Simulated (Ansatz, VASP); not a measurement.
**One calculation of SiC, two programs**

INCAR

```
SYSTEM = SiC
ALGO = Normal
EDIFF = 1E-7
ENCUT = 520
GGA = PE
ISIF = 2
ISMEAR = 0
LASPH = .TRUE.
LCHARG = .FALSE.
LREAL = .FALSE.
LWAVE = .FALSE.
NBANDS = 26
NELM = 60
PREC = Accurate
SIGMA = 0.05
```

The input KPOINTS:

```
k-points
0
G
  12 12 4
  0 0 0
```

The input POSCAR:

```
SiC
1.0
    2.9703553735      0.0000000000      0.0000000000
   -1.4851776867      2.5724032117      0.0000000000
    0.0000000000      0.0000000000     10.5345127664
Si C
4 4
Direct
    0.6666666667      0.3333333333      0.9378441878
    0.3333333333      0.6666666667      0.4378441878
    0.0000000000      0.0000000000      0.6878995565
    0.0000000000      0.0000000000      0.1878995565
    0.6666666667      0.3333333333      0.7498074459
    0.3333333333      0.6666666667      0.2498074459
    0.0000000000      0.0000000000      0.5004478098
    0.0000000000      0.0000000000      0.0004478098
```

Input for Ansatz:

```yaml
crystal:
  lattice:
    - [2.9703553735, 0.0, 0.0]
    - [-1.4851776867, 2.5724032117, 0.0]
    - [0.0, 0.0, 10.5345127664]
  atoms:
    - { symbol: Si, position: [0.6666666667, 0.3333333333, 0.9378441878] }
    - { symbol: Si, position: [0.3333333333, 0.6666666667, 0.4378441878] }
    - { symbol: Si, position: [0.0, 0.0, 0.6878995565] }
    - { symbol: Si, position: [0.0, 0.0, 0.1878995565] }
    - { symbol: C, position: [0.6666666667, 0.3333333333, 0.7498074459] }
    - { symbol: C, position: [0.3333333333, 0.6666666667, 0.2498074459] }
    - { symbol: C, position: [0.0, 0.0, 0.5004478098] }
    - { symbol: C, position: [0.0, 0.0, 0.0004478098] }
basis:
  ecutwfc: 420
kpoints:
  mp_grid: { grid: [12, 12, 4] }
hamiltonian:
  xc: pbe
scf:
  occupations: { method: gaussian, width: 0.05 }
output:
  forces: true
  stress: true
  eigenvalues: true
```

Change from the starting cell: strain -0.040 along x and y, +0.040 along z, atoms carried along.

Alike in both runs: task single point; functional PBE; k mesh 12 × 12 × 4; occupations gaussian, width 0.05 eV; no spin polarisation.

```csv
,VASP,Ansatz
version,VASP 6.6.1,Ansatz 0.2.0
potentials or method,"VASP PAW PBE potentials, release 64 (Si, C), cutoff 520 eV","scalar-relativistic, plane waves, PAW"
valence electrons in the cell,32,32
```

```tsv
	VASP	Ansatz	Ansatz less VASP
gap on the k mesh at the Fermi level (eV)	1.77	1.77	+0.004
least direct gap on the mesh (eV)	3.14	3.14	+0.007
pressure (GPa)	11.9	12.0	+0.08
traceless stress, the component that is largest in VASP (GPa)	-30.15	-30.01	+0.136
rms of the force components (eV/Å)	0.361	0.362	+0.0010
```

Atom by atom the forces differ by 0.001 eV/Å (rms over components).
